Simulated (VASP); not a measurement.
# C in VASP: single point with LDA

Aim: the single point of C with LDA.

Program: VASP 6.6.1. These are calculated values, not measurements. Logs are shortened: lines on timing, memory, paths and dates and some standing lists are left out, and cuts for length are marked.

### 1 The cell of the first run

The cell holds a sheet with vacuum, 6 atoms: a = 2.461 Å, b = 2.461 Å, c = 24.708 Å, α = 90.00°, β = 90.00°, γ = 120.00°.

### 2 Single point, LDA

INCAR reads:

```
PREC = Accurate
ENCUT = 520
EDIFF = 1E-7
ISMEAR = 0
SIGMA = 0.02
LREAL = False
LASPH = True
NELM = 80
ALGO = Normal
ISIF = 2
LWAVE = False
LCHARG = False
LDIPOL = True
IDIPOL = 3
DIPOL = 0.5 0.5 0.500
NBANDS = 21
```

KPOINTS reads:

```
regular mesh
0
Gamma
  24 24 1
```

POSCAR reads:

```
C
1.0
    2.4610000000      0.0000000000      0.0000000000
   -1.2305000000      2.1312885187      0.0000000000
    0.0000000000      0.0000000000     24.7080000000
C
6
Direct
    0.0000000000      0.0000000000      0.3642544925
    0.3333333333      0.6666666667      0.3642544925
    0.0000000000      0.0000000000      0.5000000000
    0.6666666667      0.3333333333      0.5000000000
    0.0000000000      0.0000000000      0.6357455075
    0.3333333333      0.6666666667      0.6357455075
```

Potentials or basis: VASP PAW LDA potentials, release 64 (C).

Command:

```sh
$ cat potpaw_LDA.64/C/POTCAR > POTCAR
$ mpirun -np 1 vasp_std > vasp.out
```

OUTCAR:

```text
PREC = Accurate
   ENCUT = 520
   EDIFF = 1E-7
   ISMEAR = 0
   LREAL = False
   LASPH = True
   NELM = 80
   ISIF = 2

 ion  position               nearest neighbor table
   1  0.000  0.000  0.364-   2 1.42   2 1.42   2 1.42
   2  0.333  0.667  0.364-   1 1.42   1 1.42   1 1.42
   3  0.000  0.000  0.500-   4 1.42   4 1.42   4 1.42
   4  0.667  0.333  0.500-   3 1.42   3 1.42   3 1.42
   5  0.000  0.000  0.636-   6 1.42   6 1.42   6 1.42
   6  0.333  0.667  0.636-   5 1.42   5 1.42   5 1.42

  LATTYP: Found a hexagonal cell.
 ALAT       =     2.4610000000
 C/A-ratio  =    10.0398212109

  Lattice vectors:

 A1 = (   2.4610000000,   0.0000000000,   0.0000000000)
 A2 = (  -1.2305000000,   2.1312885187,   0.0000000000)
 A3 = (   0.0000000000,   0.0000000000,  24.7080000000)

Analysis of symmetry for initial positions (statically):
=====================================================================
 Subroutine PRICEL returns:
 Original cell was already a primitive cell.

 Routine SETGRP: Setting up the symmetry group for a
 hexagonal supercell.

 Subroutine GETGRP returns: Found 12 space group operations
 (whereof 12 operations were pure point group operations)
 out of a pool of 24 trial point group operations.

The static configuration has the point symmetry D_3h.

Analysis of symmetry for dynamics (positions and initial velocities):
=====================================================================
 Subroutine PRICEL returns:
 Original cell was already a primitive cell.

 Routine SETGRP: Setting up the symmetry group for a
 hexagonal supercell.

 Subroutine GETGRP returns: Found 12 space group operations
 (whereof 12 operations were pure point group operations)
 out of a pool of 24 trial point group operations.

The dynamic configuration has the point symmetry D_3h.

 Subroutine INISYM returns: Found 12 space group operations
 (whereof 12 operations are pure point group operations),
 and found     1 'primitive' translations

----------------------------------------------------------------------------------------

                                     Primitive cell

  volume of cell :     129.5960

  direct lattice vectors                    reciprocal lattice vectors
     2.461000000  0.000000000  0.000000000     0.406338887  0.234599866  0.000000000
    -1.230500000  2.131288519  0.000000000     0.000000000  0.469199731  0.000000000
[... 101 lines left out ...]
   POTIM  = 0.5000    time-step for ionic-motion
   TEBEG  =    0.0;   TEEND  =   0.0 temperature during run
   PSTRESS=    0.0 pullay stress
   NELECT =      24.0000    total number of electrons
   NUPDOWN=      -1.0000    fix difference up-down
   EMIN   =  10.00;   EMAX   =-10.00  energy-range for DOS
   EFERMI =   0.00;   METHOD = LEGACY
   ISMEAR =     0;   SIGMA  =   0.02  broadening in eV -4-tet -1-fermi 0-gaus
   EFERMI_NEDOS =   21; number of points for ismear=-14 and -15
   IALGO  =     38    algorithm
   IMIX   =      4    mixing-type and parameters
     AMIX     =   0.40;   BMIX     =  1.00
     AMIX_MAG =   1.60;   BMIX_MAG =  1.00
  volume/ion in A,a.u.               =      21.60       145.76
  Fermi-wavevector in a.u.,A,eV,Ry     =   0.933143  1.763384 11.847347  0.870755
  Thomas-Fermi vector in A             =   2.059814
   LORBIT       =      0    0 simple, 1 ext, 2 COOP (PROOUT), +10 PAW based schemes
   GGA     = CA    functional components
   LHFCALC =     F    Hartree Fock is set to
   AEXX    =    0.0000 exact exchange contribution
   IVDW    =     0    specifies the selected vdW correction
   LEPSILON=     F    determine dielectric tensor
   LRPA    =     F    only Hartree local field effects (RPA)
 non-spin polarized calculation
 Gauss-broadening in eV      SIGMA  =   0.02
  energy-cutoff  :      520.00
  volume of cell :      129.60
 maximum number of plane-waves:      3542
   NGX =  9   NGY =  9   NGZ = 91

 number of electron      23.9999992 magnetization

 dipolmoment           0.000000      0.000000      0.000000 electrons x Angstroem

 Free energy of the ion-electron system (eV)
  ---------------------------------------------------
  ext. energy  EPLUGINS =         0.00000000
  ---------------------------------------------------
  free energy    TOTEN  =       -60.61223239 eV

  energy without entropy =      -60.61209486  energy(sigma->0) =      -60.61216363

 E-fermi :  -0.8353     XC(G=0):  -4.7111

 val. band max:       -0.8406490676   @ k =   0.3333   0.3333   0.0000
 cond. band min:      -0.8345295204   @ k =   0.3333   0.3333   0.0000
 fundamental gap:      0.0061195472
 Fermi energy:        -0.8352975845

 k-point     1 :       0.0000    0.0000    0.0000
  band No.  band energies     occupation
      1     -20.2639      2.00000
      2     -20.1594      2.00000
      3     -20.0363      2.00000
      4      -9.1925      2.00000
      5      -8.5151      2.00000
      6      -7.7463      2.00000
[... 565 lines left out ...]
     20      10.2234      0.00000
     21      10.8648      0.00000

 [... further k-points ...]

------------------------ aborting loop because EDIFF is reached ----------------------------------------

 vacuum level on the upper side and lower side of the slab       (xc-potential included)        -0.109        -0.109

  FORCE on cell =-STRESS in cart. coord.  units (eV):
  Direction    XX          YY          ZZ          XY          YZ          ZX
  --------------------------------------------------------------------------------------
  -------------------------------------------------------------------------------------
  Total       -2.3207823     -2.3207823     -0.0881749      0.0000000      0.0000000      0.0000000
  in kB      -28.6915186    -28.6915186     -1.0900939      0.0000000      0.0000000      0.0000000
  external PRESSURE =     -19.4910437 kB  Pullay stress =       0.0000000 kB

 VOLUME and BASIS-vectors are now :
 -----------------------------------------------------------------------------
  energy-cutoff  :      520.00
  volume of cell :      129.60
      direct lattice vectors                 reciprocal lattice vectors
     2.461000000  0.000000000  0.000000000     0.406338887  0.234599866  0.000000000
    -1.230500000  2.131288519  0.000000000     0.000000000  0.469199731  0.000000000
     0.000000000  0.000000000 24.708000000     0.000000000  0.000000000  0.040472721

 POSITION                                       TOTAL-FORCE (eV/Angst)
 -----------------------------------------------------------------------------------
      0.00000      0.00000      9.00000        -0.000000      0.000000      0.012005
     -0.00000      1.42086      9.00000         0.000000     -0.000000     -0.004830
      0.00000      0.00000     12.35400        -0.000000      0.000000      0.000000
      1.23050      0.71043     12.35400        -0.000000      0.000000      0.000000
      0.00000      0.00000     15.70800         0.000000      0.000000     -0.012005
     -0.00000      1.42086     15.70800         0.000000     -0.000000      0.004830
 -----------------------------------------------------------------------------------
    total drift:                                0.000000     -0.000000     -0.000000

  FREE ENERGIE OF THE ION-ELECTRON SYSTEM (eV)
  ---------------------------------------------------
  free  energy   TOTEN  =       -60.6122323943 eV

  energy  without entropy=      -60.6120948589  energy(sigma->0) =      -60.61216363

 vacuum level on the upper side and lower side of the slab         3.653         3.653
```

Wall time 4 min (1 thread of Intel Xeon Platinum 8488C (Sapphire Rapids), shared host); peak memory 0.25 GiB.

What came out:

```yaml
Free_energy: -60.6122 eV
Largest_force: 0.012 eV/Å
```

Forces on the atoms (eV/Å):
```
C    0.000  0.000  0.012
C    0.000  0.000 -0.005
C    0.000  0.000  0.000
C    0.000  0.000  0.000
C    0.000  0.000 -0.012
C    0.000  0.000  0.005
```

Levels at points of the mesh, in eV from the Fermi level:
```tsv
k point	band 10	band 11	band 12	band 13	band 14	band 15
(0.00, 0.00, 0.00)	-3.01	-2.99	-2.99	3.56	3.86	4.71
(0.50, 0.00, 0.00)	-2.65	-2.36	-2.14	1.45	1.62	1.98
```
